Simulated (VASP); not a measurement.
# C in VASP: notebook, part 2 of 2

VASP 6.6.1.

### Step 3. Single point, PBE+D3(BJ)

INCAR reads:

```
SYSTEM = C
  ALGO = Normal
  EDIFF = 1E-7
  ENCUT = 520
  GGA = PE
  ISIF = 2
  ISMEAR = -1
  ISYM = 0
  IVDW = 12
  LASPH = .True.
  LCHARG = .False.
  LREAL = Auto
  LWAVE = .False.
  NBANDS = 51
  NELM = 60
  PREC = Accurate
  SIGMA = 0.05
```

KPOINTS reads:

```
Automatic mesh
0
Gamma
  2 2 2
  0.5 0.5 0.5
```

POSCAR reads:

```
C
1.0
    3.6842552433     -6.3813172695      0.0000000000
   -7.3685104866      0.0000000000      0.0000000000
    0.0000000000      0.0000000000     -8.5238033600
C
18
Direct
    0.4444444444      0.5555555556      0.0000000000
    0.1111111111      0.5555555556      0.0000000000
    0.7777777778      0.5555555556      0.0000000000
    0.4444444444      0.2222222222      0.0000000000
    0.1111111111      0.2222222222      0.0000000000
    0.7777777778      0.2222222222      0.0000000000
    0.4444444444      0.8888888889      0.0000000000
    0.1111111111      0.8888888889      0.0000000000
    0.7777777778      0.8888888889      0.0000000000
    0.5555555556      0.4444444444      0.0000000000
    0.2222222222      0.4444444444      0.0000000000
    0.8888888889      0.4444444444      0.0000000000
    0.5555555556      0.1111111111      0.0000000000
    0.2222222222      0.1111111111      0.0000000000
    0.8888888889      0.1111111111      0.0000000000
    0.5555555556      0.7777777778      0.0000000000
    0.2222222222      0.7777777778      0.0000000000
    0.8888888889      0.7777777778      0.0000000000
```

Potentials or basis: VASP PAW PBE potentials, release 64 (C).

Started as:

```bash
$ cat potpaw_PBE.64/C/POTCAR > POTCAR
$ mpirun -np 1 vasp_std > vasp.out
```

OUTCAR:

```text
SYSTEM = C
   EDIFF = 1E-7
   ENCUT = 520
   GGA = PE
   ISIF = 2
   ISMEAR = -1
   ISYM = 0
   IVDW = 12
   LASPH = .True.
   LREAL = Auto
   NELM = 60
   PREC = Accurate
 IVDW          = 12

 ion  position               nearest neighbor table
   1  0.444  0.556  0.000-  16 1.42  11 1.42  10 1.42
   2  0.111  0.556  0.000-  17 1.42  12 1.42  11 1.42
   3  0.778  0.556  0.000-  18 1.42  10 1.42  12 1.42
[... 809 lines left out ...]
  -------------------------------------------------------------------------------------
  Total       5.55606     5.55605    -0.23684    -0.00001     0.00000    -0.00000
  in kB      22.21027    22.21022    -0.94675    -0.00004     0.00000    -0.00000
  external pressure =       14.49 kB  Pullay stress =        0.00 kB

 VOLUME and BASIS-vectors are now :
 -----------------------------------------------------------------------------
  energy-cutoff  :      520.00
  volume of cell :      400.80
      direct lattice vectors                 reciprocal lattice vectors
     3.684255243 -6.381317270  0.000000000     0.000000000 -0.156707457  0.000000000
    -7.368510487  0.000000000  0.000000000    -0.135712639 -0.078353728  0.000000000
     0.000000000  0.000000000 -8.523803360     0.000000000  0.000000000 -0.117318521

 POSITION                                       TOTAL-FORCE (eV/Angst)
 -----------------------------------------------------------------------------------
     -2.45617     -2.83614      0.00000        -0.006401      0.003690     -0.000000
     -3.68426     -0.70904      0.00000        -0.000002     -0.007366     -0.000000
     -1.22809     -4.96325      0.00000         0.000559      0.000311     -0.000000
     -0.00000     -2.83614      0.00000         0.000011     -0.000643     -0.000000
     -1.22809     -0.70904      0.00000         0.003940      0.002271     -0.000001
      1.22809     -4.96325      0.00000        -0.000560      0.000336     -0.000000
[... 10 lines left out ...]
     -4.91234     -1.41807      0.00000         0.000565     -0.000331      0.000000
     -2.45617     -5.67228      0.00000        -0.003935     -0.002278      0.000000
 -----------------------------------------------------------------------------------
    total drift:                               -0.000001      0.000003     -0.000000

  FREE ENERGIE OF THE ION-ELECTRON SYSTEM (eV)
  ---------------------------------------------------
  free  energy   TOTEN  =      -167.7555622753 eV

  energy  without entropy=     -167.7555622752  energy(sigma->0) =     -167.75556228
```

OSZICAR:

```text
N       E                     dE             d eps       ncg     rms          rms(c)
DAV:   1     0.528580475683E+03    0.52858E+03   -0.30915E+04  1224   0.116E+03
DAV:   2    -0.106178299863E+03   -0.63476E+03   -0.61454E+03  1793   0.279E+02
DAV:   3    -0.176145953416E+03   -0.69968E+02   -0.69591E+02  1440   0.953E+01
DAV:   4    -0.177953181842E+03   -0.18072E+01   -0.18035E+01  1632   0.184E+01
DAV:   5    -0.178003597364E+03   -0.50416E-01   -0.50368E-01  1768   0.267E+00    0.192E+01
DAV:   6    -0.169504297495E+03    0.84993E+01   -0.78968E+00  1482   0.975E+00    0.113E+01
DAV:   7    -0.166197879722E+03    0.33064E+01   -0.10450E+01  1488   0.110E+01    0.296E+00
DAV:   8    -0.166127951280E+03    0.69928E-01   -0.23599E-01  1426   0.181E+00    0.338E-01
DAV:   9    -0.166115359235E+03    0.12592E-01   -0.17540E-02  1592   0.449E-01    0.279E-01
DAV:  10    -0.166112493997E+03    0.28652E-02   -0.28099E-02  1301   0.444E-01    0.165E-01
DAV:  11    -0.166122386394E+03   -0.98924E-02   -0.77803E-03  1383   0.291E-01    0.127E-01
DAV:  12    -0.166125781390E+03   -0.33950E-02   -0.24388E-03  1335   0.176E-01    0.183E-02
DAV:  13    -0.166126357547E+03   -0.57616E-03   -0.61584E-05  1463   0.380E-02    0.118E-02
DAV:  14    -0.166126530622E+03   -0.17307E-03   -0.82975E-06  1287   0.143E-02    0.599E-03
DAV:  15    -0.166126556400E+03   -0.25778E-04   -0.86440E-06  1389   0.102E-02    0.189E-03
DAV:  16    -0.166126557657E+03   -0.12568E-05   -0.46042E-07  1378   0.259E-03    0.549E-04
DAV:  17    -0.166126557708E+03   -0.51233E-07   -0.49859E-08   960   0.856E-04
   1 F= -.16775556E+03 E0= -.16775556E+03  d E =-.810056E-10
```

Run time: 6 min. Hardware: 1 thread of Intel Xeon Platinum 8488C (Sapphire Rapids), shared host; peak memory 0.48 GiB.

Results:

```
Free energy                : -167.7556 eV
Largest force              : 0.007 eV/Å
Band gap on the k mesh     : 2.68 eV
Dispersion energy per atom : -0.090 eV
```

Forces in eV/Å, atoms in the order of the input:
```
C   -0.006  0.004  0.000
C    0.000 -0.007  0.000
C    0.001  0.000  0.000
C    0.000 -0.001  0.000
C    0.004  0.002  0.000
C   -0.001  0.000  0.000
C    0.006  0.004  0.000
C   -0.004  0.002  0.000
C    0.000 -0.005  0.000
C    0.006 -0.004  0.000
C   -0.001  0.000  0.000
C    0.000  0.007  0.000
C   -0.006 -0.004  0.000
C    0.000  0.005  0.000
C    0.004 -0.002  0.000
C    0.000  0.001  0.000
C    0.001  0.000  0.000
C   -0.004 -0.002  0.000
```

### Step 4. Single point, PBE+D3(BJ) (dynamics (nvt langevin) at 450 K, volume x 1.01, from the last frame before)

INCAR reads:

```
PREC = Accurate ; ENCUT = 520
EDIFF = 1E-7 ; ISMEAR = -1
SIGMA = 0.05 ; LREAL = Auto
LASPH = T ; NELM = 80
ALGO = Normal ; ISIF = 2
LWAVE = F ; LCHARG = F
GGA = PE ; IVDW = 12
NBANDS = 51
```

KPOINTS is that of step 3.

POSCAR reads:

```
C
1.0
    3.6964953839     -6.4025178148      0.0000000000
   -7.3929907677      0.0000000000      0.0000000000
    0.0000000000      0.0000000000     -8.5521218516
C
18
Direct
    0.4389657446      0.5587070211     -0.0165230340
    0.1110321003      0.5672126177     -0.0141937875
    0.7734850793      0.5546095152     -0.0167978196
    0.4419675324      0.2324224387     -0.0215624851
    0.1057170038      0.2278010983     -0.0273080768
    0.7770021332      0.2238222461     -0.0186289441
    0.4338401048      0.8862142739     -0.0084583687
    0.0998505617      0.8938890022     -0.0226653693
    0.7644469163      0.8861479343     -0.0108843164
    0.5524015867      0.4484589552     -0.0118089992
    0.2218659973      0.4502404696     -0.0201917142
    0.8877871432      0.4497742769     -0.0209667265
    0.5583481536      0.1143115687     -0.0211536977
    0.2151553560      0.1156867102     -0.0204128289
    0.8841816866      0.1110759568     -0.0175282816
    0.5517757392      0.7866018849     -0.0091045242
    0.2141429418      0.7816769394     -0.0221106532
    0.8830750907      0.7829108920     -0.0144451871
```

Started as:

```bash
$ cat potpaw_PBE.64/C/POTCAR > POTCAR
$ mpirun -np 1 vasp_std > vasp.out
```

Wall time 5.8 min (1 thread of Intel Xeon Platinum 8488C (Sapphire Rapids), shared host); peak memory 0.48 GiB.

The run converged. Its results:

```yaml
Free_energy: -167.0446 eV
Largest_force: 3.776 eV/Å
Band_gap_on_the_k_mesh: 2.46 eV
Dispersion_energy_per_atom: -0.090 eV
```

Forces in eV/Å, atoms in the order of the input:
```
C   -0.441 -1.324 -0.546
C    2.347  1.225  0.910
C   -1.645 -0.719 -0.246
C    3.169  0.427 -0.329
C    0.743 -0.206 -0.939
C   -0.723 -0.037  0.195
C   -2.578 -1.942  1.179
C    0.671 -1.661 -0.244
C   -1.102 -3.439  0.162
C   -0.663  0.167  0.839
C   -1.018  1.291 -0.038
C    0.597  0.126 -0.412
C   -1.416  2.809 -0.699
C   -0.350 -0.993  0.624
C   -0.206  0.136  0.144
C    2.444  2.878 -0.009
C   -1.213 -0.300 -0.883
C    1.386  1.560  0.291
```

Levels at points of the mesh, in eV from the valence-band top:
```
           k point  band 32  band 33  band 34  band 35  band 36  band 37  band 38  band 39  band 40  band 41
(0.25, 0.25, 0.25)    -2.50    -1.48    -1.21    -1.07    -0.54     2.80     3.05     3.29     4.04     5.08
```

### Step 5. Single point, PBE+D3(BJ) (dynamics (nvt langevin) at 450 K, volume x 1.01, from the last frame before)

INCAR reads:

```
SYSTEM = C
PREC = Accurate ; ENCUT = 520
EDIFF = 1E-6 ; ISMEAR = -1
SIGMA = 0.05 ; LREAL = Auto
LASPH = .True. ; NELM = 60
ALGO = Normal ; ISIF = 2
LWAVE = .False. ; LCHARG = .True.
GGA = PE ; IVDW = 12
LELF = .True. ; LVHAR = .True.
NBANDS = 51
```

KPOINTS is that of step 4.

POSCAR reads:

```
C
1.0
    3.6964953839     -6.4025178148      0.0000000000
   -7.3929907677      0.0000000000      0.0000000000
    0.0000000000      0.0000000000     -8.5521218516
C
18
Direct
    0.4338668131      0.5736350558     -0.0116206249
    0.0903538290      0.5545308578     -0.0230673748
    0.7704122257      0.5698556063     -0.0306053871
    0.4187540086      0.2317617205     -0.0210171234
    0.0950897784      0.2385710982     -0.0192075140
    0.7517968929      0.2359342517     -0.0334271430
    0.4327105492      0.9020640979     -0.0228532759
    0.0988161249      0.8933084806     -0.0233660141
    0.7734607139      0.9106182018     -0.0206003847
    0.5445246856      0.4539955604     -0.0241568120
    0.2087325703      0.4551401575     -0.0084118306
    0.8716250640      0.4572413427     -0.0362967232
    0.5318820031      0.1289555741     -0.0240131050
    0.2028384829      0.1141388569     -0.0141733247
    0.8708495878      0.1265899703     -0.0209054552
    0.5480108141      0.7917743480     -0.0159221305
    0.2100164402      0.7806291098     -0.0271115174
    0.8793496813      0.7876618842     -0.0282089058
```

Started as:

```bash
$ cat potpaw_PBE.64/C/POTCAR > POTCAR
$ mpirun -np 1 vasp_std > vasp.out
```

Run time: 5.8 min. Hardware: 1 thread of Intel Xeon Platinum 8488C (Sapphire Rapids), shared host; peak memory 0.49 GiB.

It converged, with:

- Free energy: -166.7551 eV
- Largest force: 3.512 eV/Å
- Band gap on the k mesh: 2.44 eV
- Dispersion energy per atom: -0.090 eV

Forces in eV/Å, atoms in the order of the input:
```
C    2.491 -0.343  0.303
C   -2.245 -1.852  0.180
C   -0.788  2.833  0.232
C   -0.418 -1.878 -0.032
C    2.974  0.315 -0.748
C    1.061 -1.338 -0.722
C    0.178  0.408 -0.292
C   -0.273 -0.149  0.175
C    2.558  1.731  0.066
C   -2.581  1.134 -0.473
C   -0.238 -0.430  0.896
C    2.125 -0.572 -0.512
C    3.401 -0.770  0.419
C   -2.461  1.235  0.595
C   -1.249 -0.613  0.636
C   -1.770 -0.209  0.295
C   -0.672  0.362 -0.484
C   -2.094  0.136 -0.533
```

Levels at points of the mesh, in eV from the valence-band top:
```csv
k point,band 33,band 34,band 35,band 36,band 37,band 38,band 39,band 40
"(0.25, 0.25, 0.25)",-1.52,-1.24,-1.00,-0.56,2.81,2.98,3.24,4.03
```

### Step 6. Single point, PBE+D3(BJ) (dynamics (nvt langevin) at 450 K, volume x 1.01, from the last frame before)

INCAR reads:

```
SYSTEM = C
PREC = Accurate
ENCUT = 520
EDIFF = 1E-6
ISMEAR = -1
SIGMA = 0.05
LREAL = Auto
LASPH = .True.
NELM = 80
ALGO = Normal
ISIF = 2
LWAVE = .False.
LCHARG = .False.
GGA = PE
IVDW = 12
NBANDS = 51
```

KPOINTS is that of step 5.

POSCAR reads:

```
C
1.0
    3.6964953839     -6.4025178148      0.0000000000
   -7.3929907677      0.0000000000      0.0000000000
    0.0000000000      0.0000000000     -8.5521218516
C
18
Direct
    0.4483001974      0.5782659203     -0.0229047251
    0.1081791601      0.5867027165     -0.0163217974
    0.7758324371      0.5789905814     -0.0085793913
    0.4443055189      0.2388933458     -0.0283832485
    0.1173241562      0.2517482113     -0.0148440355
    0.7840834099      0.2489580689     -0.0169052783
    0.4313606115      0.9072797086     -0.0265679096
    0.1007242805      0.9142224101     -0.0171910553
    0.7801929092      0.9190369231     -0.0190131762
    0.5530435217      0.4657386886     -0.0124924553
    0.2329308630      0.4784082614     -0.0250245499
    0.8917838521      0.4763256175     -0.0052833672
    0.5589032477      0.1424694428     -0.0194472206
    0.2184337538      0.1327767602     -0.0314723065
    0.8960520167      0.1383100799     -0.0100072241
    0.5594956709      0.8044994714     -0.0233049766
    0.2186089973      0.8117677051     -0.0153842523
    0.8837645070      0.7961745937     -0.0105481425
```

Potentials or basis: VASP PAW PBE potentials, release 64 (C).

Started as:

```bash
$ cat potpaw_PBE.64/C/POTCAR > POTCAR
$ mpirun -np 1 vasp_std > vasp.out
```

OUTCAR:

```text
SYSTEM = C
   PREC = Accurate
   ENCUT = 520
   EDIFF = 1E-6
   ISMEAR = -1
   LREAL = Auto
   LASPH = .True.
   NELM = 80
   ISIF = 2
   GGA = PE
   IVDW = 12
 IVDW          = 12

 ion  position               nearest neighbor table
   1  0.448  0.578  0.977-  11 1.38  10 1.39  16 1.45
   2  0.108  0.587  0.984-  12 1.39  17 1.44  11 1.50
[... 849 lines left out ...]
  -------------------------------------------------------------------------------------
  Total       0.99439     3.79131    -0.71021    -1.37407    -0.30049    -0.64558
  in kB       3.93570    15.00567    -2.81094    -5.43844    -1.18930    -2.55514
  external pressure =        5.38 kB  Pullay stress =        0.00 kB

 VOLUME and BASIS-vectors are now :
 -----------------------------------------------------------------------------
  energy-cutoff  :      520.00
  volume of cell :      404.80
      direct lattice vectors                 reciprocal lattice vectors
     3.696495384 -6.402517815  0.000000000     0.000000000 -0.156188554  0.000000000
    -7.392990768  0.000000000  0.000000000    -0.135263256 -0.078094277  0.000000000
     0.000000000  0.000000000 -8.552121852     0.000000000  0.000000000 -0.116930046

 POSITION                                       TOTAL-FORCE (eV/Angst)
 -----------------------------------------------------------------------------------
     -2.61797     -2.87025     -8.35624        -1.851423     -0.946449     -0.087577
     -3.93760     -0.69262     -8.41254         1.072417     -2.513477     -0.198445
     -1.41261     -4.96728     -8.47875         0.091581      0.907910     -0.330822
     -0.12376     -2.84467     -8.30938        -3.716092      0.786360     -0.695231
     -1.42748     -0.75117     -8.42517        -0.551232     -0.393245      0.922005
      1.05782     -5.02011     -8.40755        -1.173182      0.595246     -0.929116
[... 10 lines left out ...]
     -5.19330     -1.39965     -8.42055         2.247409      1.598149      0.509350
     -2.61928     -5.65832     -8.46191        -2.634865      0.301333      0.361355
 -----------------------------------------------------------------------------------
    total drift:                                0.018638     -0.004387     -0.006377

  FREE ENERGIE OF THE ION-ELECTRON SYSTEM (eV)
  ---------------------------------------------------
  free  energy   TOTEN  =      -166.6217616237 eV

  energy  without entropy=     -166.6217616236  energy(sigma->0) =     -166.62176162
```

It took 6.2 min on 1 thread of Intel Xeon Platinum 8488C (Sapphire Rapids), shared host; peak memory 0.49 GiB.

Results:

* Free energy: -166.6218 eV
* Largest force: 5.257 eV/Å
* Band gap on the k mesh: 2.33 eV
* Dispersion energy per atom: -0.090 eV

Forces in eV/Å, atoms in the order of the input:
```
C   -1.851 -0.946 -0.088
C    1.072 -2.513 -0.198
C    0.092  0.908 -0.331
C   -3.716  0.786 -0.695
C   -0.551 -0.393  0.922
C   -1.173  0.595 -0.929
C   -0.815 -5.155 -0.636
C    0.673 -1.576  0.161
C    1.625  0.544 -0.537
C    1.398 -0.470  0.873
C   -0.166  3.709 -0.796
C    2.407  0.823  0.919
C    4.215  0.040  0.735
C   -0.644 -0.762 -1.073
C   -1.296  0.581  0.688
C   -0.881  1.930  0.115
C    2.247  1.598  0.509
C   -2.635  0.301  0.361
```

### Step 7. Summary

| cell | smearing | gap on the mesh (eV) | largest force (eV/Å) |
| --- | --- | --- | --- |
| a = 7.369, b = 7.369, c = 8.524 Å, angles 90.0, 90.0, 120.0°, 18 atoms | gaussian 0.1 eV | 2.68 | 0.01 |
| a = 7.369, b = 7.369, c = 8.524 Å, angles 90.0, 90.0, 120.0°, 18 atoms | fermi-dirac 0.05 eV | 2.68 | 0.01 |
| a = 7.393, b = 7.393, c = 8.552 Å, angles 90.0, 90.0, 120.0°, 18 atoms | fermi-dirac 0.05 eV | 2.33 | 5.26 |

Some of these runs hold the atoms at other places in the same cell, which the table doesn't show; runs alike in all that it shows share one row.

Alike in all rows: task single point; level PBE+D3(BJ); potentials or basis VASP PAW PBE potentials, release 64 (C); no spin polarisation; k mesh 2 × 2 × 2, shifted; cutoff (eV) 520.

Absolute energies hang on the potentials; compare differences alone.
